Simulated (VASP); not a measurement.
# FeSi (Pm-3m) in VASP: a series of runs, part 3 of 3

VASP 6.6.1.

### 6 Single point, r2SCAN (volume scaled by 0.760)

File POSCAR:

```
FeSi
1.0
    2.4886340775      0.0000000000      0.0000000000
    0.0000000000      2.4886340775      0.0000000000
    0.0000000000      0.0000000000      2.4886340775
Fe Si
1 1
Direct
    0.0000000000      0.0000000000      0.0000000000
    0.5000000000      0.5000000000      0.5000000000
```

File INCAR.step1:

```
PREC = Accurate
ENCUT = 520
ISMEAR = 0
SIGMA = 0.05
LREAL = F
LASPH = T
NELM = 80
NBANDS = 13
GGA = PE
ALGO = Normal
EDIFF = 1E-4
LWAVE = T
LCHARG = F
```

File INCAR.step2:

```
PREC = Accurate
ENCUT = 520
EDIFF = 1E-6
ISMEAR = 0
SIGMA = 0.05
LREAL = F
LASPH = T
NELM = 80
ALGO = Normal
ISIF = 2
LWAVE = F
LCHARG = T
METAGGA = R2SCAN
LMIXTAU = T
LELF = T
LVHAR = T
NBANDS = 13
ISTART = 1
```

File KPOINTS:

```
regular mesh
0
Gamma
  18 18 18
```

Potentials or basis: VASP PAW PBE potentials, release 64 (Fe, Si).

Command:

```bash
$ cat potpaw_PBE.64/Fe/POTCAR potpaw_PBE.64/Si/POTCAR > POTCAR
$ cp INCAR.step1 INCAR
$ mpirun -np 1 vasp_std > vasp.out
$ cp INCAR.step2 INCAR
$ mpirun -np 1 vasp_std > vasp.out
```

OUTCAR:

```text
PREC = Accurate
   ENCUT = 520
   EDIFF = 1E-6
   ISMEAR = 0
   LREAL = F
   LASPH = T
   NELM = 80
   ISIF = 2
   METAGGA = R2SCAN
   ISTART = 1

 ion  position               nearest neighbor table
   1  0.000  0.000  0.000-   2 2.16   2 2.16   2 2.16   2 2.16   2 2.16   2 2.16   2 2.16   2 2.16

   2  0.500  0.500  0.500-   1 2.16   1 2.16   1 2.16   1 2.16   1 2.16   1 2.16   1 2.16   1 2.16

  LATTYP: Found a simple cubic cell.
 ALAT       =     2.4886340775

  Lattice vectors:

 A1 = (   2.4886340775,   0.0000000000,   0.0000000000)
 A2 = (   0.0000000000,   2.4886340775,   0.0000000000)
 A3 = (   0.0000000000,   0.0000000000,   2.4886340775)

Analysis of symmetry for initial positions (statically):
=====================================================================
 Subroutine PRICEL returns:
 Original cell was already a primitive cell.

 Routine SETGRP: Setting up the symmetry group for a
 simple cubic supercell.

 Subroutine GETGRP returns: Found 48 space group operations
 (whereof 48 operations were pure point group operations)
 out of a pool of 48 trial point group operations.

The static configuration has the point symmetry O_h .

Analysis of symmetry for dynamics (positions and initial velocities):
=====================================================================
 Subroutine PRICEL returns:
 Original cell was already a primitive cell.

 Routine SETGRP: Setting up the symmetry group for a
 simple cubic supercell.

 Subroutine GETGRP returns: Found 48 space group operations
 (whereof 48 operations were pure point group operations)
 out of a pool of 48 trial point group operations.

The dynamic configuration has the point symmetry O_h .

 Subroutine INISYM returns: Found 48 space group operations
 (whereof 48 operations are pure point group operations),
 and found     1 'primitive' translations

----------------------------------------------------------------------------------------

                                     Primitive cell

  volume of cell :      15.4129

  direct lattice vectors                    reciprocal lattice vectors
     2.488634077  0.000000000  0.000000000     0.401826853  0.000000000  0.000000000
     0.000000000  2.488634077  0.000000000     0.000000000  0.401826853  0.000000000
     0.000000000  0.000000000  2.488634077     0.000000000  0.000000000  0.401826853

  length of vectors
     2.488634077  2.488634077  2.488634077     0.401826853  0.401826853  0.401826853

  position of ions in fractional coordinates (direct lattice)
     0.000000000  0.000000000  0.000000000
     0.500000000  0.500000000  0.500000000

  ion indices of the primitive-cell ions
   primitive index   ion index
                 1           1
                 2           2

----------------------------------------------------------------------------------------

 KPOINTS: regular mesh

Automatic generation of k-mesh.
 Grid dimensions read from file:
 generate k-points for:   18   18   18

 Generating k-lattice:

  Cartesian coordinates                     Fractional coordinates (reciprocal lattice)
     0.022323714  0.000000000  0.000000000     0.055555556  0.000000000  0.000000000
     0.000000000  0.022323714  0.000000000     0.000000000  0.055555556  0.000000000
     0.000000000  0.000000000  0.022323714     0.000000000  0.000000000  0.055555556

  Length of vectors
     0.022323714  0.022323714  0.022323714

  Shift w.r.t. Gamma in fractional coordinates (k-lattice)
     0.000000000  0.000000000  0.000000000

 Subroutine IBZKPT returns following result:
 ===========================================

 Found    220 irreducible k-points:

 Following reciprocal coordinates:
            Coordinates               Weight
  0.000000  0.000000  0.000000      1.000000
  0.055556  0.000000  0.000000      6.000000
  0.111111  0.000000  0.000000      6.000000
  0.166667  0.000000  0.000000      6.000000
  0.222222  0.000000  0.000000      6.000000
  0.277778  0.000000  0.000000      6.000000
[... 16 lines left out ...]
  0.277778  0.111111  0.000000     24.000000
  0.333333  0.111111  0.000000     24.000000
 [... further k-points ...]
   k-points           NKPTS =    220   k-points in BZ     NKDIM =    220   number of bands    NBANDS=     13
   number of dos      NEDOS =    301   number of ions     NIONS =      2
   total plane-waves  NPLWV =   8000
   dimension x,y,z NGX =    20 NGY =   20 NGZ =   20
   dimension x,y,z NGXF=    40 NGYF=   40 NGZF=   40
   ions per type =               1   1
   NGX,Y,Z   is equivalent  to a cutoff of  13.36, 13.36, 13.36 a.u.
   NGXF,Y,Z  is equivalent  to a cutoff of  26.72, 26.72, 26.72 a.u.
 SYSTEM =  unknown system
   PREC   = accura    normal or accurate (medium, high low for compatibility)
   ISTART =      1    job   : 0-new  1-cont  2-samecut
   ICHARG =      0    charge: 1-file 2-atom 10-const
   ISPIN  =      1    spin polarized calculation?
   LNONCOLLINEAR =      F non collinear calculations
   LSORBIT =      F    spin-orbit coupling
   LASPH  =      T    aspherical Exc in radial PAW
   ENCUT  =  520.0 eV  38.22 Ry    6.18 a.u.   4.63  4.63  4.63*2*pi/ulx,y,z
   NELM   =     80;   NELMIN=  2; NELMDL=  0     # of ELM steps
   EDIFF  = 0.1E-05   stopping-criterion for ELM
   LREAL  =      F    real-space projection
   EDIFFG = 0.1E-04   stopping-criterion for IOM
   NSW    =      0    number of steps for IOM
   IBRION =     -1    ionic relax: 0-MD 1-quasi-New 2-CG
   NFREE  =      0    steps in history (QN), initial steepest desc. (CG)
   ISIF   =      2    stress and relaxation
   ISYM   =      2    0-nonsym 1-usesym 2-fastsym
   POTIM  = 0.5000    time-step for ionic-motion
   TEBEG  =    0.0;   TEEND  =   0.0 temperature during run
   PSTRESS=    0.0 pullay stress
   NELECT =      12.0000    total number of electrons
   NUPDOWN=      -1.0000    fix difference up-down
   EMIN   =  10.00;   EMAX   =-10.00  energy-range for DOS
   EFERMI =   0.00;   METHOD = LEGACY
   ISMEAR =     0;   SIGMA  =   0.05  broadening in eV -4-tet -1-fermi 0-gaus
   EFERMI_NEDOS =   21; number of points for ismear=-14 and -15
   IALGO  =     38    algorithm
   IMIX   =      4    mixing-type and parameters
     AMIX     =   0.40;   BMIX     =  1.00
     AMIX_MAG =   1.60;   BMIX_MAG =  1.00
  volume/ion in A,a.u.               =       7.71        52.01
  Fermi-wavevector in a.u.,A,eV,Ry     =   1.506055  2.846032 30.860762  2.268202
  Thomas-Fermi vector in A             =   2.616823
   LORBIT       =      0    0 simple, 1 ext, 2 COOP (PROOUT), +10 PAW based schemes
   METAGGA = R2SCAN    functional components
   LHFCALC =     F    Hartree Fock is set to
   AEXX    =    0.0000 exact exchange contribution
   IVDW    =     0    specifies the selected vdW correction
   LEPSILON=     F    determine dielectric tensor
   LRPA    =     F    only Hartree local field effects (RPA)
 non-spin polarized calculation
 Gauss-broadening in eV      SIGMA  =   0.05
  energy-cutoff  :      520.00
  volume of cell :       15.41
 maximum number of plane-waves:       437
 NGX is ok and might be reduce to    20
   NGX =  9   NGY =  9   NGZ =  9

 number of electron      12.0000005 magnetization

 Free energy of the ion-electron system (eV)
  ---------------------------------------------------
  ext. energy  EPLUGINS =         0.00000000
  ---------------------------------------------------
  free energy    TOTEN  =       -22.01476043 eV

  energy without entropy =      -22.01406427  energy(sigma->0) =      -22.01441235

 E-fermi :  16.2665     XC(G=0): -15.9232

 val. band max:       16.2606531558   @ k =   0.5000   0.4444   0.0556
 cond. band min:      16.2680472642   @ k =   0.5000   0.5000   0.2222
 fundamental gap:      0.0073941084
 Fermi energy:        16.2665248570

 k-point     1 :       0.0000    0.0000    0.0000
  band No.  band energies     occupation
      1      -2.0574      2.00000
      2       9.7010      2.00000
      3       9.7010      2.00000
      4      14.4519      2.00000
      5      14.4519      2.00000
      6      14.4519      2.00000
      7      20.8735      0.00000
      8      20.8735      0.00000
      9      20.8735      0.00000
     10      25.5409      0.00000
     11      25.5409      0.00000
     12      37.6965      0.00000
     13      41.0532      0.00000
[... 353 lines left out ...]
 k-point    24 :       0.3333    0.1111    0.0000
  band No.  band energies     occupation
      1       1.0229      2.00000
      2       7.4494      2.00000
      3      10.7541      2.00000
      4      12.3455      2.00000
      5      12.6652      2.00000
      6      14.3958      2.00000
      7      16.9299      0.00000
      8      22.0977      0.00000
      9      25.1886      0.00000
     10      25.3244      0.00000
     11      31.1743      0.00000
     12      32.6392      0.00000
     13      32.8205      0.00000

 [... further k-points ...]
[... 5 lines left out ...]
  --------------------------------------------------------------------------------------
  -------------------------------------------------------------------------------------
  Total       13.5896013     13.5896013     13.5896013     -0.0000000     -0.0000000     -0.0000000
  in kB     1412.6486704   1412.6486704   1412.6486704     -0.0000000     -0.0000000     -0.0000000
  external PRESSURE =    1412.6486704 kB  Pullay stress =       0.0000000 kB

 VOLUME and BASIS-vectors are now :
 -----------------------------------------------------------------------------
  energy-cutoff  :      520.00
  volume of cell :       15.41
      direct lattice vectors                 reciprocal lattice vectors
     2.488634077  0.000000000  0.000000000     0.401826853  0.000000000  0.000000000
     0.000000000  2.488634077  0.000000000     0.000000000  0.401826853  0.000000000
     0.000000000  0.000000000  2.488634077     0.000000000  0.000000000  0.401826853

 POSITION                                       TOTAL-FORCE (eV/Angst)
 -----------------------------------------------------------------------------------
      0.00000      0.00000      0.00000         0.000000      0.000000      0.000000
      1.24432      1.24432      1.24432         0.000000      0.000000      0.000000
 -----------------------------------------------------------------------------------
    total drift:                               -0.000000      0.000000      0.000000

  FREE ENERGIE OF THE ION-ELECTRON SYSTEM (eV)
  ---------------------------------------------------
  free  energy   TOTEN  =       -22.0147604255 eV

  energy  without entropy=      -22.0140642688  energy(sigma->0) =      -22.01441235
```

OUTCAR.step1:

```text
PREC = Accurate
   ENCUT = 520
   ISMEAR = 0
   LREAL = F
   LASPH = T
[... 606 lines left out ...]
 -----------------------------------------------------------------------------------
      0.00000      0.00000      0.00000         0.000000      0.000000      0.000000
      1.24432      1.24432      1.24432         0.000000      0.000000      0.000000
 -----------------------------------------------------------------------------------
    total drift:                                0.000000      0.000000     -0.000000

  FREE ENERGIE OF THE ION-ELECTRON SYSTEM (eV)
  ---------------------------------------------------
  free  energy   TOTEN  =       -12.6868950397 eV

  energy  without entropy=      -12.6861149801  energy(sigma->0) =      -12.68650501
```

OSZICAR.step1:

```text
N       E                     dE             d eps       ncg     rms          rms(c)
DAV:   1     0.437318183811E+02    0.43732E+02   -0.59978E+03  6237   0.112E+03
DAV:   2    -0.125379342445E+02   -0.56270E+02   -0.50255E+02  5935   0.198E+02
DAV:   3    -0.143556221323E+02   -0.18177E+01   -0.17990E+01  6970   0.399E+01
DAV:   4    -0.143722532037E+02   -0.16631E-01   -0.16624E-01  6458   0.354E+00
DAV:   5    -0.143724550630E+02   -0.20186E-03   -0.20185E-03  7065   0.414E-01    0.264E+01
DAV:   6    -0.138910711678E+02    0.48138E+00   -0.18617E+01  6485   0.761E+01    0.860E+00
DAV:   7    -0.127999765590E+02    0.10911E+01   -0.80680E+00  6625   0.469E+01    0.750E+00
DAV:   8    -0.126893713467E+02    0.11061E+00   -0.26968E-01  7252   0.784E+00    0.989E-01
DAV:   9    -0.126870547220E+02    0.23166E-02   -0.52368E-03  7480   0.733E-01    0.408E-01
DAV:  10    -0.126869279261E+02    0.12680E-03   -0.25851E-04  7080   0.148E-01    0.625E-02
DAV:  11    -0.126868950397E+02    0.32886E-04   -0.51483E-05  3375   0.115E-01
   1 F= -.12686895E+02 E0= -.12686505E+02  d E =-.780060E-03
```

Run time: 56 s. Hardware: 1 thread of Intel Xeon 6975P-C (Granite Rapids), shared host; peak memory 0.16 GiB.

Results:

| Quantity | Value |
| --- | --- |
| Free energy | -22.0148 eV |
| Pressure | 141.3 GPa |
| Band gap on the k mesh | zero (band 6 reaches 17.39 eV, above the bottom of band 7 at 16.23 eV) |

Levels at points of the mesh, in eV from the Fermi level:
| k point | band 3 | band 4 | band 5 | band 6 | band 7 | band 8 | band 9 | band 10 |
| --- | --- | --- | --- | --- | --- | --- | --- | --- |
| (0.00, 0.00, 0.00) | -6.57 | -1.81 | -1.81 | -1.81 | 4.61 | 4.61 | 4.61 | 9.27 |
| (0.50, 0.00, 0.00) | -4.95 | -4.11 | -4.11 | -1.49 | 0.57 | 6.02 | 11.58 | 11.58 |
| (0.50, 0.50, 0.00) | -7.07 | -6.18 | -3.50 | -3.50 | -0.04 | 3.96 | 4.36 | 12.02 |
| (0.50, 0.50, 0.50) | -9.25 | 0.06 | 0.06 | 1.12 | 1.16 | 1.16 | 1.16 | 6.18 |

Caveat: the PAW data sets were made with another functional, which shifts forces and pressure a little.

### 7 Overview

| cell | k mesh | gap on the mesh (eV) | pressure (GPa) |
| --- | --- | --- | --- |
| a = 2.652 Å, 2 atoms | 16 × 16 × 16 | none | 28.1 |
| a = 2.690 Å, 2 atoms | 16 × 16 × 16 | none | 12.6 |
| a = 2.444 Å, 2 atoms | 18 × 18 × 18 | none | 190.4 |
| a = 2.727 Å, 2 atoms | 16 × 16 × 16 | none | 0.6 |
| a = 2.489 Å, 2 atoms | 18 × 18 × 18 | none | 141.3 |

Alike in all rows: task single point; level r2SCAN; potentials or basis VASP PAW PBE potentials, release 64 (Fe, Si); no spin polarisation; cutoff (eV) 520; smearing gaussian 0.05 eV.

Caveats: the PAW data sets were made with another functional, which shifts forces and pressure a little.

Total energies depend on the potentials used, so only differences within one code and one set of settings carry meaning.
